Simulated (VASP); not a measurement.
# Sb (R-3m) in VASP: settings compared

Sb is run at these levels: HSE06, PBEsol-based global hybrid with 25 % exact exchange, PBE0; tasks: single point.

All numbers are computed with VASP 6.6.1; they aren't measurements. Logs are shortened: lines on timing, memory, paths and dates and some standing lists are left out, and cuts for length are marked.

**1. The cell of the first run**

Symmetry: R-3m, No. 166, trigonal system. Conventional cell: a = 4.308 Å, b = 4.308 Å, c = 11.274 Å, α = 90.00°, β = 90.00°, γ = 120.00°. Sb (site symmetry 3m) has 6 Sb at 2.91 to 3.35 Å within 3.8 Å.

**2. Single point, HSE06**

Input file POSCAR:

```
Sb
1.0
    2.1542000000      1.2437279499      3.7580000000
   -2.1542000000      1.2437279499      3.7580000000
    0.0000000000     -2.4874558998      3.7580000000
Sb
2
Direct
    0.7665100000      0.7665100000      0.7665100000
    0.2334900000      0.2334900000      0.2334900000
```

Input file INCAR.step1:

```
SYSTEM = Sb
ALGO = Normal
EDIFF = 1E-5
ENCUT = 520
GGA = PE
ISIF = 2
ISMEAR = -1
LASPH = .True.
LCHARG = .False.
LREAL = .False.
LWAVE = .True.
NBANDS = 12
NELM = 100
PREC = Accurate
SIGMA = 0.05
```

Input file INCAR.step2:

```
SYSTEM = Sb
ALGO = Normal
EDIFF = 1E-6
ENCUT = 520
GGA = PE
HFSCREEN = 0.2079
ISIF = 2
ISMEAR = -1
ISTART = 1
LASPH = .True.
LCHARG = .False.
LHFCALC = .True.
LREAL = .False.
LWAVE = .False.
NBANDS = 12
NELM = 100
PREC = Accurate
PRECFOCK = Normal
SIGMA = 0.05
```

Input file KPOINTS:

```
k-points
0
Gamma
  4 4 4
  0 0 0
```

Potentials or basis: VASP PAW PBE potentials, release 64 (Sb).

Command:

```console
$ cat potpaw_PBE.64/Sb/POTCAR > POTCAR
$ cp INCAR.step1 INCAR
$ mpirun -np 1 vasp_std > vasp.out
$ cp INCAR.step2 INCAR
$ mpirun -np 1 vasp_std > vasp.out
```

OUTCAR:

```text
SYSTEM = Sb
   EDIFF = 1E-6
   ENCUT = 520
   GGA = PE
   HFSCREEN = 0.2079
   ISIF = 2
   ISMEAR = -1
   ISTART = 1
   LASPH = .True.
   LHFCALC = .True.
   LREAL = .False.
   NELM = 100
   PREC = Accurate
   PRECFOCK = Normal

 ion  position               nearest neighbor table
   1  0.767  0.767  0.767-   2 2.91   2 2.91   2 2.91   2 3.35   2 3.35   2 3.35
   2  0.233  0.233  0.233-   1 2.91   1 2.91   1 2.91   1 3.35   1 3.35   1 3.35

  LATTYP: Found a trigonal (rhomboedric) cell.
 ALAT       =     4.5066618304
 COS(alpha) =     0.5430253624

  Lattice vectors:

 A1 = (   2.1542000000,   1.2437279499,   3.7580000000)
 A2 = (  -2.1542000000,   1.2437279499,   3.7580000000)
 A3 = (   0.0000000000,  -2.4874558998,   3.7580000000)

Analysis of symmetry for initial positions (statically):
=====================================================================
 Subroutine PRICEL returns:
 Original cell was already a primitive cell.

 Routine SETGRP: Setting up the symmetry group for a
 trigonal (rhombohedral) supercell.

 Subroutine GETGRP returns: Found 12 space group operations
 (whereof 12 operations were pure point group operations)
 out of a pool of 12 trial point group operations.

The static configuration has the point symmetry D_3d.

Analysis of symmetry for dynamics (positions and initial velocities):
=====================================================================
 Subroutine PRICEL returns:
 Original cell was already a primitive cell.

 Routine SETGRP: Setting up the symmetry group for a
 trigonal (rhombohedral) supercell.

 Subroutine GETGRP returns: Found 12 space group operations
 (whereof 12 operations were pure point group operations)
 out of a pool of 12 trial point group operations.

The dynamic configuration has the point symmetry D_3d.

 Subroutine INISYM returns: Found 12 space group operations
 (whereof 12 operations are pure point group operations),
 and found     1 'primitive' translations

----------------------------------------------------------------------------------------

                                     Primitive cell

  volume of cell :      60.4115

  direct lattice vectors                    reciprocal lattice vectors
     2.154200000  1.243727950  3.758000000     0.232104726  0.134005726  0.088699663
    -2.154200000  1.243727950  3.758000000    -0.232104726  0.134005726  0.088699663
     0.000000000 -2.487455900  3.758000000     0.000000000 -0.268011452  0.088699663

  length of vectors
     4.506661830  4.506661830  4.506661830     0.282307932  0.282307932  0.282307932

  position of ions in fractional coordinates (direct lattice)
     0.766510000  0.766510000  0.766510000
     0.233490000  0.233490000  0.233490000

  ion indices of the primitive-cell ions
   primitive index   ion index
                 1           1
                 2           2

----------------------------------------------------------------------------------------

 KPOINTS: k-points

Automatic generation of k-mesh.
 Grid dimensions read from file:
 generate k-points for:    4    4    4

 Generating k-lattice:

  Cartesian coordinates                     Fractional coordinates (reciprocal lattice)
     0.058026181  0.033501431  0.022174916     0.250000000  0.000000000  0.000000000
    -0.058026181  0.033501431  0.022174916     0.000000000  0.250000000  0.000000000
     0.000000000 -0.067002863  0.022174916     0.000000000  0.000000000  0.250000000

  Length of vectors
     0.070576983  0.070576983  0.070576983

  Shift w.r.t. Gamma in fractional coordinates (k-lattice)
     0.000000000  0.000000000  0.000000000

 Subroutine IBZKPT returns following result:
 ===========================================

 Found     13 irreducible k-points:

 Following reciprocal coordinates:
            Coordinates               Weight
  0.000000  0.000000  0.000000      1.000000
  0.250000 -0.000000  0.000000      6.000000
  0.500000 -0.000000  0.000000      3.000000
  0.250000  0.250000  0.000000      6.000000
  0.500000  0.250000 -0.000000     12.000000
 -0.250000  0.250000  0.000000      6.000000
  0.500000  0.500000  0.000000      3.000000
  0.250000  0.250000  0.250000      2.000000
  0.500000  0.250000  0.250000      6.000000
 -0.250000  0.250000  0.250000      6.000000
  0.500000  0.500000  0.250000      6.000000
 -0.250000  0.500000  0.250000      6.000000
  0.500000  0.500000  0.500000      1.000000
   k-points           NKPTS =     13   k-points in BZ     NKDIM =     64   number of bands    NBANDS=     12
   number of dos      NEDOS =    301   number of ions     NIONS =      2
   total plane-waves  NPLWV =  46656
   dimension x,y,z NGX =    36 NGY =   36 NGZ =   36
   dimension x,y,z NGXF=    72 NGYF=   72 NGZF=   72
   ions per type =               2
   NGX,Y,Z   is equivalent  to a cutoff of  13.28, 13.28, 13.28 a.u.
   NGXF,Y,Z  is equivalent  to a cutoff of  26.56, 26.56, 26.56 a.u.
 SYSTEM =  Sb
   PREC   = accura    normal or accurate (medium, high low for compatibility)
   ISTART =      1    job   : 0-new  1-cont  2-samecut
   ICHARG =      0    charge: 1-file 2-atom 10-const
   ISPIN  =      1    spin polarized calculation?
   LNONCOLLINEAR =      F non collinear calculations
   LSORBIT =      F    spin-orbit coupling
   LASPH  =      T    aspherical Exc in radial PAW
   ENCUT  =  520.0 eV  38.22 Ry    6.18 a.u.   8.38  8.38  8.38*2*pi/ulx,y,z
   NELM   =    100;   NELMIN=  2; NELMDL=  0     # of ELM steps
   EDIFF  = 0.1E-05   stopping-criterion for ELM
   LREAL  =      F    real-space projection
   EDIFFG = 0.1E-04   stopping-criterion for IOM
   NSW    =      0    number of steps for IOM
   IBRION =     -1    ionic relax: 0-MD 1-quasi-New 2-CG
   NFREE  =      0    steps in history (QN), initial steepest desc. (CG)
   ISIF   =      2    stress and relaxation
   ISYM   =      3    0-nonsym 1-usesym 2-fastsym
   POTIM  = 0.5000    time-step for ionic-motion
   TEBEG  =    0.0;   TEEND  =   0.0 temperature during run
   PSTRESS=    0.0 pullay stress
   NELECT =      10.0000    total number of electrons
   NUPDOWN=      -1.0000    fix difference up-down
   EMIN   =  10.00;   EMAX   =-10.00  energy-range for DOS
   EFERMI =   0.00;   METHOD = LEGACY
   ISMEAR =    -1;   SIGMA  =   0.05  broadening in eV -4-tet -1-fermi 0-gaus
   EFERMI_NEDOS =   21; number of points for ismear=-14 and -15
   IALGO  =     38    algorithm
   IMIX   =      1    mixing-type and parameters
     AMIX     =   0.40;   BMIX     =  1.00
     AMIX_MAG =   1.60;   BMIX_MAG =  1.00
  volume/ion in A,a.u.               =      30.21       203.84
  Fermi-wavevector in a.u.,A,eV,Ry     =   0.898880  1.698637 10.993305  0.807985
  Thomas-Fermi vector in A             =   2.021644
   LORBIT       =      0    0 simple, 1 ext, 2 COOP (PROOUT), +10 PAW based schemes
   GGA     = PE    functional components
   LHFCALC =     T    Hartree Fock is set to
   PRECFOCK=normal    Normal, Fast or Accurate (Low or Medium for compatibility)
   ENCUT4O =  -1.0   cutoff for four orbital integrals eV
   NKREDX  =     1    reduce k-point grid by
   NKREDY  =     1    reduce k-point grid by
   NKREDZ  =     1    reduce k-point grid by
   AEXX    =    0.2500 exact exchange contribution
   HFSCREEN=    0.2079 screening length (either q_TF or 0.3 A-1)
   HFSCREENC=   0.2079 screening length for correlation (either q_TF or 0.3 A-1)
   ENCUTFOCK=  -1.0 apply spherical cutoff to Coloumb kernel
   IVDW    =     0    specifies the selected vdW correction
   LEPSILON=     F    determine dielectric tensor
   LRPA    =     F    only Hartree local field effects (RPA)
 non-spin polarized calculation
  energy-cutoff  :      520.00
  volume of cell :       60.41
 maximum number of plane-waves:      1636
 NGX is ok and might be reduce to    36
  NGX = 28; NGY = 28; NGZ = 28

 number of electron      10.0000000 magnetization

 Free energy of the ion-electron system (eV)
  ---------------------------------------------------
  ext. energy  EPLUGINS =         0.00000000
  ---------------------------------------------------
  free energy    TOTEN  =       -10.20101120 eV

  energy without entropy =      -10.19981297  energy(sigma->0) =      -10.20041209

 E-fermi :   6.9421     XC(G=0):  -7.9584

 val. band max:        6.8024563284   @ k =   0.5000   0.5000   0.5000
 cond. band min:       7.1188701469   @ k =   0.5000  -0.0000   0.0000
 fundamental gap:      0.3164138185
 Fermi energy:         6.9421364862

 k-point     1 :       0.0000    0.0000    0.0000
  band No.  band energies     occupation
      1      -7.0336      2.00000
      2       1.9589      2.00000
      3       4.6943      2.00000
      4       4.9949      2.00000
      5       4.9949      2.00000
      6       9.5631      0.00000
      7      10.2791      0.00000
      8      10.2791      0.00000
      9      12.6993      0.00000
     10      12.6993      0.00000
     11      12.8825      0.00000
     12      14.3241      0.00000

 k-point     2 :       0.2500   -0.0000    0.0000
  band No.  band energies     occupation
      1      -6.2772      2.00000
      2      -0.6212      2.00000
      3       4.7785      2.00000
      4       4.8741      2.00000
      5       5.9297      2.00000
      6       8.6480      0.00000
      7       8.8086      0.00000
      8       8.8775      0.00000
      9      12.5473      0.00000
     10      13.1238      0.00000
     11      13.6731      0.00000
     12      17.6349      0.00000

 k-point     3 :       0.5000   -0.0000    0.0000
  band No.  band energies     occupation
      1      -4.4113      2.00000
      2      -3.6131      2.00000
      3       4.8280      2.00000
      4       4.9748      2.00000
      5       6.7082      1.98161
      6       7.1189      0.05668
      7       7.5317      0.00002
      8       7.8123      0.00000
      9      15.3896      0.00000
     10      15.9785      0.00000
     11      16.9607      0.00000
     12      16.9737      0.00000

 k-point     4 :       0.2500    0.2500    0.0000
  band No.  band energies     occupation
      1      -6.0914      2.00000
      2      -0.2889      2.00000
      3       3.2732      2.00000
      4       3.7862      2.00000
      5       4.9314      2.00000
      6       9.5518      0.00000
      7       9.6939      0.00000
      8      11.4139      0.00000
      9      12.1416      0.00000
     10      14.6732      0.00000
     11      14.7202      0.00000
     12      15.9344      0.00000

 k-point     5 :       0.5000    0.2500   -0.0000
  band No.  band energies     occupation
      1      -4.5596      2.00000
      2      -2.5408      2.00000
      3       2.1156      2.00000
      4       3.6055      2.00000
      5       4.1738      2.00000
      6       9.9916      0.00000
      7      10.3612      0.00000
      8      11.4638      0.00000
      9      12.1048      0.00000
     10      16.0202      0.00000
     11      16.9558      0.00000
     12      17.4595      0.00000
[... 63 lines left out ...]
      1      -4.5096      2.00000
      2      -2.6734      2.00000
      3       2.2896      2.00000
      4       3.6300      2.00000
      5       4.2582      2.00000
      6       9.6424      0.00000
      7      10.1271      0.00000
      8      11.4342      0.00000
      9      11.9189      0.00000
     10      16.6459      0.00000
     11      17.2471      0.00000
     12      17.9994      0.00000

 k-point    11 :       0.5000    0.5000    0.2500
  band No.  band energies     occupation
      1      -4.9688      2.00000
      2      -2.2103      2.00000
      3       2.0934      2.00000
      4       3.7803      2.00000
      5       4.6369      2.00000
      6      10.0137      0.00000
      7      10.2373      0.00000
      8      11.8922      0.00000
      9      12.3487      0.00000
     10      16.1962      0.00000
     11      16.5842      0.00000
     12      17.7768      0.00000

 k-point    12 :      -0.2500    0.5000    0.2500
  band No.  band energies     occupation
      1      -3.8688      2.00000
      2      -2.8429      2.00000
      3       1.5107      2.00000
      4       1.5247      2.00000
      5       6.2672      2.00000
      6       8.0658      0.00000
      7      12.1972      0.00000
      8      12.2090      0.00000
      9      13.9202      0.00000
     10      14.1045      0.00000
     11      18.0538      0.00000
     12      18.1088      0.00000

 k-point    13 :       0.5000    0.5000    0.5000
  band No.  band energies     occupation
      1      -5.3213      2.00000
      2      -2.9051      2.00000
      3       5.5221      2.00000
      4       5.5221      2.00000
      5       6.8025      1.88466
      6       7.3968      0.00022
      7       7.3968      0.00022
      8       8.3789      0.00000
      9      14.8083      0.00000
     10      16.4401      0.00000
     11      16.4401      0.00000
     12      17.0002      0.00000

------------------------ aborting loop because EDIFF is reached ----------------------------------------

  FORCE on cell =-STRESS in cart. coord.  units (eV):
  Direction    XX          YY          ZZ          XY          YZ          ZX
  --------------------------------------------------------------------------------------
  -------------------------------------------------------------------------------------
  Total       -0.0018220     -0.0018220     -0.2222115      0.0000000      0.0000000      0.0000000
  in kB       -0.0483223     -0.0483223     -5.8932885      0.0000000      0.0000000      0.0000000
  external PRESSURE =      -1.9966444 kB  Pullay stress =       0.0000000 kB

 VOLUME and BASIS-vectors are now :
 -----------------------------------------------------------------------------
  energy-cutoff  :      520.00
  volume of cell :       60.41
      direct lattice vectors                 reciprocal lattice vectors
     2.154200000  1.243727950  3.758000000     0.232104726  0.134005726  0.088699663
    -2.154200000  1.243727950  3.758000000    -0.232104726  0.134005726  0.088699663
     0.000000000 -2.487455900  3.758000000     0.000000000 -0.268011452  0.088699663

 POSITION                                       TOTAL-FORCE (eV/Angst)
 -----------------------------------------------------------------------------------
      0.00000      0.00000      8.64163         0.000000     -0.000000      0.404911
      0.00000      0.00000      2.63237         0.000000      0.000000     -0.404911
 -----------------------------------------------------------------------------------
    total drift:                                0.000000     -0.000000      0.000000

  FREE ENERGIE OF THE ION-ELECTRON SYSTEM (eV)
  ---------------------------------------------------
  free  energy   TOTEN  =       -10.2010111992 eV

  energy  without entropy=      -10.1998129713  energy(sigma->0) =      -10.20041209
```

Wall time 22 min (1 thread of Intel Xeon 8259CL, shared host); peak memory 0.31 GiB.

Results:

| Property | Result |
| --- | --- |
| Free energy | -10.2010 eV |
| Pressure | -0.2 GPa |
| Largest force | 0.405 eV/Å |

Forces on the atoms (eV/Å):
```
Sb   0.000  0.000  0.405
Sb   0.000  0.000 -0.405
```

Levels at points of the mesh, in eV from the Fermi level:
| k point | band 3 | band 4 | band 5 | band 6 | band 7 | band 8 |
| --- | --- | --- | --- | --- | --- | --- |
| (0.00, 0.00, 0.00) | -2.25 | -1.95 | -1.95 | 2.62 | 3.34 | 3.34 |
| (0.50, 0.00, 0.00) | -2.11 | -1.97 | -0.23 | 0.18 | 0.59 | 0.87 |
| (0.50, 0.50, 0.00) | -5.96 | -4.12 | -4.01 | 1.99 | 5.81 | 6.40 |
| (0.50, 0.50, 0.50) | -1.42 | -1.42 | -0.14 | 0.45 | 0.45 | 1.44 |

Caveat: the k points lie up to 0.44 Å⁻¹ apart; the PAW data sets were made with another functional, which shifts forces and pressure a little; spin-orbit coupling is left out, which moves the levels of the heavy elements.

**3. Single point, PBEsol-based global hybrid with 25 % exact exchange**

Input file POSCAR:

```
Sb
1.0
    2.1564792613      1.2450438820      3.7433053072
   -2.1564792613      1.2450438820      3.7433053072
    0.0000000000     -2.4900877640      3.7433053072
Sb
2
Direct
    0.7696426656      0.7696426656      0.7696426656
    0.2303573344      0.2303573344      0.2303573344
```

Input file INCAR.step1:

```
PREC     = Accurate       # precision mode
ENCUT    = 520            # plane-wave cutoff, eV
EDIFF    = 1E-5           # SCF threshold, eV
ISMEAR   = -1             # smearing method
SIGMA    = 0.05           # smearing width, eV
LREAL    = False          # projectors in reciprocal space
LASPH    = True           # aspherical terms in the spheres
NELM     = 100            # most SCF steps
ALGO     = Normal         # electronic algorithm
ISIF     = 2              # what is computed and relaxed
LWAVE    = True           # write WAVECAR
GGA      = PE             # functional
NBANDS   = 12             # bands
```

Input file INCAR.step2:

```
PREC     = Accurate       # precision mode
ENCUT    = 520            # plane-wave cutoff, eV
EDIFF    = 1E-6           # SCF threshold, eV
ISMEAR   = -1             # smearing method
SIGMA    = 0.05           # smearing width, eV
LREAL    = False          # projectors in reciprocal space
LASPH    = True           # aspherical terms in the spheres
NELM     = 100            # most SCF steps
ALGO     = Normal         # electronic algorithm
ISIF     = 2              # what is computed and relaxed
LWAVE    = False          # write WAVECAR
LCHARG   = True           # write CHGCAR
GGA      = PS             # functional
LHFCALC  = True           # exact exchange
AEXX     = 0.25           # exact-exchange fraction
PRECFOCK = Normal       
LELF     = True           # ELF
LVHAR    = True         
ISTART   = 1            
NBANDS   = 12             # bands
```

Input file KPOINTS:

```
Automatic mesh
0
Gamma
  4 4 4
```

Potentials or basis: VASP PAW PBE potentials, release 64 (Sb).

Command:

```console
$ cat potpaw_PBE.64/Sb/POTCAR > POTCAR
$ cp INCAR.step1 INCAR
$ mpirun -np 1 vasp_std > vasp.out
$ cp INCAR.step2 INCAR
$ mpirun -np 1 vasp_std > vasp.out
```

It took 13 min on 1 thread of Intel Xeon 8259CL, shared host; peak memory 0.21 GiB.

Results (log left out):

```yaml
Free_energy: -11.9777 eV
Pressure: -1.0 GPa
Largest_force: 0.045 eV/Å
Band_gap_on_the_k_mesh: 0.93 eV
```

Forces on the atoms (eV/Å):
```
Sb   0.000  0.000  0.045
Sb   0.000  0.000 -0.045
```

Stress tensor (GPa, compression positive):
```
-1.04  0.00  0.00
 0.00 -1.04  0.00
 0.00  0.00 -0.89
```

Levels at points of the mesh, in eV from the valence-band top:
```tsv
k point	band 3	band 4	band 5	band 6	band 7	band 8
(0.00, 0.00, 0.00)	-1.94	-1.92	-1.92	3.16	4.13	4.13
(0.50, 0.00, 0.00)	-2.23	-1.91	0.00	0.93	1.64	1.96
(0.50, 0.50, 0.00)	-5.78	-4.00	-3.92	2.63	6.79	7.49
(0.50, 0.50, 0.50)	-1.47	-1.47	-0.21	1.36	1.36	2.37
```

Caveat: the k points lie up to 0.44 Å⁻¹ apart; the PAW data sets were made with another functional, which shifts forces and pressure a little; spin-orbit coupling is left out, which moves the levels of the heavy elements.

(Continued in part 2 of 2.)
